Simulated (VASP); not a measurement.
# MgTe (P6_3mc) in VASP: further runs, part 2 of 2

VASP 6.6.1. The steps go on from the part before.

### 3 Single point, HSE06 (epitaxial xy strain +2.0%)

POSCAR

```
MgTe
1.0
    4.6691883588      0.0000000000      0.0000000000
   -2.3345941794      4.0436357338      0.0000000000
    0.0000000000      0.0000000000      7.3343597568
Mg Te
2 2
Direct
    0.3333333333      0.6666666667     -0.0041461465
    0.6666666667      0.3333333333      0.4958538535
    0.3333333333      0.6666666667      0.3791461465
    0.6666666667      0.3333333333      0.8791461465
```

INCAR.step1

```
PREC = Accurate ; ENCUT = 520
EDIFF = 1E-5 ; ISMEAR = 0
SIGMA = 0.01 ; LREAL = F
LASPH = T ; NELM = 120
ALGO = Normal ; ISIF = 2
LWAVE = T ; LCHARG = F
NBANDS = 16 ; GGA = PE
GGA_COMPAT = F
```

INCAR.step2

```
PREC = Accurate ; ENCUT = 520
EDIFF = 1E-6 ; ISMEAR = 0
SIGMA = 0.01 ; LREAL = F
LASPH = T ; NELM = 120
ALGO = Normal ; ISIF = 2
LWAVE = F ; LCHARG = F
GGA = PE ; LHFCALC = T
HFSCREEN = 0.2079 ; PRECFOCK = Normal
NBANDS = 16 ; ISTART = 1
GGA_COMPAT = F
```

KPOINTS

```
regular mesh
0
Gamma
  6 6 2
```

Potentials or basis: VASP PAW PBE potentials, release 64 (Mg, Te).

The run is started by

```
$ cat potpaw_PBE.64/Mg/POTCAR potpaw_PBE.64/Te/POTCAR > POTCAR
$ cp INCAR.step1 INCAR
$ mpirun -np 1 vasp_std > vasp.out
$ cp INCAR.step2 INCAR
$ mpirun -np 1 vasp_std > vasp.out
```

OUTCAR:

```text
PREC = Accurate
   ENCUT = 520
   EDIFF = 1E-6
   ISMEAR = 0
   LREAL = F
   LASPH = T
   NELM = 120
   ISIF = 2
   GGA = PE
   LHFCALC = T
   HFSCREEN = 0.2079
   PRECFOCK = Normal
   ISTART = 1

 ion  position               nearest neighbor table
   1  0.333  0.667  0.996-   3 2.81   4 2.83   4 2.83   4 2.83
   2  0.667  0.333  0.496-   4 2.81   3 2.83   3 2.83   3 2.83
   3  0.333  0.667  0.379-   1 2.81   2 2.83   2 2.83   2 2.83
   4  0.667  0.333  0.879-   2 2.81   1 2.83   1 2.83   1 2.83

  LATTYP: Found a hexagonal cell.
 ALAT       =     4.6691883588
 C/A-ratio  =     1.5707997179

  Lattice vectors:

 A1 = (   4.6691883588,   0.0000000000,   0.0000000000)
 A2 = (  -2.3345941794,   4.0436357338,   0.0000000000)
 A3 = (   0.0000000000,   0.0000000000,   7.3343597568)

Analysis of symmetry for initial positions (statically):
=====================================================================
 Subroutine PRICEL returns:
 Original cell was already a primitive cell.

 Routine SETGRP: Setting up the symmetry group for a
 hexagonal supercell.

 Subroutine GETGRP returns: Found 12 space group operations
 (whereof  6 operations were pure point group operations)
 out of a pool of 24 trial point group operations.

The static configuration has the point symmetry C_3v.
 The point group associated with its full space group is C_6v.

Analysis of symmetry for dynamics (positions and initial velocities):
=====================================================================
 Subroutine PRICEL returns:
 Original cell was already a primitive cell.

 Routine SETGRP: Setting up the symmetry group for a
 hexagonal supercell.

 Subroutine GETGRP returns: Found 12 space group operations
 (whereof  6 operations were pure point group operations)
 out of a pool of 24 trial point group operations.

The dynamic configuration has the point symmetry C_3v.
 The point group associated with its full space group is C_6v.

 Subroutine INISYM returns: Found 12 space group operations
 (whereof  6 operations are pure point group operations),
 and found     1 'primitive' translations

----------------------------------------------------------------------------------------

                                     Primitive cell

  volume of cell :     138.4764

  direct lattice vectors                    reciprocal lattice vectors
     4.669188359  0.000000000  0.000000000     0.214169985  0.123651098  0.000000000
    -2.334594179  4.043635734  0.000000000     0.000000000  0.247302197  0.000000000
     0.000000000  0.000000000  7.334359757     0.000000000  0.000000000  0.136344553

  length of vectors
     4.669188359  4.669188359  7.334359757     0.247302197  0.247302197  0.136344553

  position of ions in fractional coordinates (direct lattice)
     0.333333333  0.666666667  0.995853854
     0.666666667  0.333333333  0.495853854
     0.333333333  0.666666667  0.379146146
     0.666666667  0.333333333  0.879146146

  ion indices of the primitive-cell ions
[... 43 lines left out ...]
  0.333333  0.000000  0.500000      6.000000
  0.500000  0.000000  0.500000      3.000000
  0.166667  0.166667  0.500000      6.000000
  0.333333  0.166667  0.500000     12.000000
  0.333333  0.333333  0.500000      2.000000
   k-points           NKPTS =     14   k-points in BZ     NKDIM =     72   number of bands    NBANDS=     16
   number of dos      NEDOS =    301   number of ions     NIONS =      4
   total plane-waves  NPLWV =  72576
   dimension x,y,z NGX =    36 NGY =   36 NGZ =   56
   dimension x,y,z NGXF=    72 NGYF=   72 NGZF=  112
   ions per type =               2   2
   NGX,Y,Z   is equivalent  to a cutoff of  12.82, 12.82, 12.69 a.u.
   NGXF,Y,Z  is equivalent  to a cutoff of  25.64, 25.64, 25.39 a.u.
 SYSTEM =  unknown system
   PREC   = accura    normal or accurate (medium, high low for compatibility)
   ISTART =      1    job   : 0-new  1-cont  2-samecut
   ICHARG =      0    charge: 1-file 2-atom 10-const
   ISPIN  =      1    spin polarized calculation?
   LNONCOLLINEAR =      F non collinear calculations
   LSORBIT =      F    spin-orbit coupling
   LASPH  =      T    aspherical Exc in radial PAW
   ENCUT  =  520.0 eV  38.22 Ry    6.18 a.u.   8.68  8.68 13.64*2*pi/ulx,y,z
   NELM   =    120;   NELMIN=  2; NELMDL=  0     # of ELM steps
   EDIFF  = 0.1E-05   stopping-criterion for ELM
   LREAL  =      F    real-space projection
   EDIFFG = 0.1E-04   stopping-criterion for IOM
   NSW    =      0    number of steps for IOM
   IBRION =     -1    ionic relax: 0-MD 1-quasi-New 2-CG
   NFREE  =      0    steps in history (QN), initial steepest desc. (CG)
   ISIF   =      2    stress and relaxation
   ISYM   =      3    0-nonsym 1-usesym 2-fastsym
   POTIM  = 0.5000    time-step for ionic-motion
   TEBEG  =    0.0;   TEEND  =   0.0 temperature during run
   PSTRESS=    0.0 pullay stress
   NELECT =      16.0000    total number of electrons
   NUPDOWN=      -1.0000    fix difference up-down
   EMIN   =  10.00;   EMAX   =-10.00  energy-range for DOS
   EFERMI =   0.00;   METHOD = LEGACY
   ISMEAR =     0;   SIGMA  =   0.01  broadening in eV -4-tet -1-fermi 0-gaus
   EFERMI_NEDOS =   21; number of points for ismear=-14 and -15
   IALGO  =     38    algorithm
   IMIX   =      1    mixing-type and parameters
     AMIX     =   0.40;   BMIX     =  1.00
     AMIX_MAG =   1.60;   BMIX_MAG =  1.00
  volume/ion in A,a.u.               =      34.62       233.62
  Fermi-wavevector in a.u.,A,eV,Ry     =   0.797363  1.506798  8.650426  0.635788
  Thomas-Fermi vector in A             =   1.904066
   LORBIT       =      0    0 simple, 1 ext, 2 COOP (PROOUT), +10 PAW based schemes
   GGA     = PE    functional components
   LHFCALC =     T    Hartree Fock is set to
   PRECFOCK=normal    Normal, Fast or Accurate (Low or Medium for compatibility)
   ENCUT4O =  -1.0   cutoff for four orbital integrals eV
   NKREDX  =     1    reduce k-point grid by
   NKREDY  =     1    reduce k-point grid by
   NKREDZ  =     1    reduce k-point grid by
   AEXX    =    0.2500 exact exchange contribution
   HFSCREEN=    0.2079 screening length (either q_TF or 0.3 A-1)
   HFSCREENC=   0.2079 screening length for correlation (either q_TF or 0.3 A-1)
   ENCUTFOCK=  -1.0 apply spherical cutoff to Coloumb kernel
   IVDW    =     0    specifies the selected vdW correction
   LEPSILON=     F    determine dielectric tensor
   LRPA    =     F    only Hartree local field effects (RPA)
 non-spin polarized calculation
 Gauss-broadening in eV      SIGMA  =   0.01
  energy-cutoff  :      520.00
  volume of cell :      138.48
 maximum number of plane-waves:      3760
 NGX is ok and might be reduce to    36
  NGX = 28; NGY = 28; NGZ = 42

 number of electron      15.9999999 magnetization

 Free energy of the ion-electron system (eV)
  ---------------------------------------------------
  ext. energy  EPLUGINS =         0.00000000
  ---------------------------------------------------
  free energy    TOTEN  =       -15.09589316 eV

  energy without entropy =      -15.09589316  energy(sigma->0) =      -15.09589316

 E-fermi :   1.3636     XC(G=0):  -6.5187

 val. band max:        1.3009479778   @ k =   0.0000   0.0000   0.0000
 cond. band min:       4.2645258934   @ k =   0.0000   0.0000   0.0000
 fundamental gap:      2.9635779156
 Fermi energy:         1.3635864760

 k-point     1 :       0.0000    0.0000    0.0000
  band No.  band energies     occupation
      1      -9.8844      2.00000
      2      -9.1821      2.00000
      3      -2.2011      2.00000
      4       0.5276      2.00000
      5       0.5276      2.00000
      6       1.1050      2.00000
[... 243 lines left out ...]
      3      -1.9864      2.00000
      4      -1.9864      2.00000
      5      -0.8206      2.00000
      6      -0.8206      2.00000
[... 8 lines left out ...]
     15       9.3557      0.00000
     16       9.3557      0.00000

------------------------ aborting loop because EDIFF is reached ----------------------------------------

  FORCE on cell =-STRESS in cart. coord.  units (eV):
  Direction    XX          YY          ZZ          XY          YZ          ZX
  --------------------------------------------------------------------------------------
  -------------------------------------------------------------------------------------
  Total       -1.2740446     -1.2740446     -0.2302733      0.0000000      0.0000000      0.0000000
  in kB      -14.7407500    -14.7407500     -2.6642722      0.0000000      0.0000000      0.0000000
  external PRESSURE =     -10.7152574 kB  Pullay stress =       0.0000000 kB

 VOLUME and BASIS-vectors are now :
 -----------------------------------------------------------------------------
  energy-cutoff  :      520.00
  volume of cell :      138.48
      direct lattice vectors                 reciprocal lattice vectors
     4.669188359  0.000000000  0.000000000     0.214169985  0.123651098  0.000000000
    -2.334594179  4.043635734  0.000000000     0.000000000  0.247302197  0.000000000
     0.000000000  0.000000000  7.334359757     0.000000000  0.000000000  0.136344553

 POSITION                                       TOTAL-FORCE (eV/Angst)
 -----------------------------------------------------------------------------------
     -0.00000      2.69576      7.30395         0.000000     -0.000000      0.003154
      2.33459      1.34788      3.63677        -0.000000      0.000000      0.003154
     -0.00000      2.69576      2.78079         0.000000     -0.000000     -0.003154
      2.33459      1.34788      6.44797        -0.000000     -0.000000     -0.003154
 -----------------------------------------------------------------------------------
    total drift:                               -0.000000     -0.000000     -0.000454

  FREE ENERGIE OF THE ION-ELECTRON SYSTEM (eV)
  ---------------------------------------------------
  free  energy   TOTEN  =       -15.0958931603 eV

  energy  without entropy=      -15.0958931603  energy(sigma->0) =      -15.09589316
```

Run time: 27 min. Hardware: 1 thread of Intel Xeon Platinum 8259CL at 2.50GHz (Skylake/Cascade Lake), shared host; peak memory 0.38 GiB.

What came out:

- Free energy: -15.0959 eV
- Pressure: -1.1 GPa
- Largest force: 0.003 eV/Å
- Band gap on the k mesh: 2.96 eV

Forces in eV/Å, atoms in the order of the input:
```
Mg   0.000  0.000  0.003
Mg   0.000  0.000  0.003
Te   0.000  0.000 -0.003
Te   0.000  0.000 -0.003
```

Caveat: the k points lie up to 0.43 Å⁻¹ apart; the cell differs from its parent crystal (epitaxial xy strain +2.0%); the structure was generated, so it needn't be the stable form of MgTe; the PAW data sets were made with another functional, which shifts forces and pressure a little; spin-orbit coupling is left out, which moves the levels of the heavy elements.
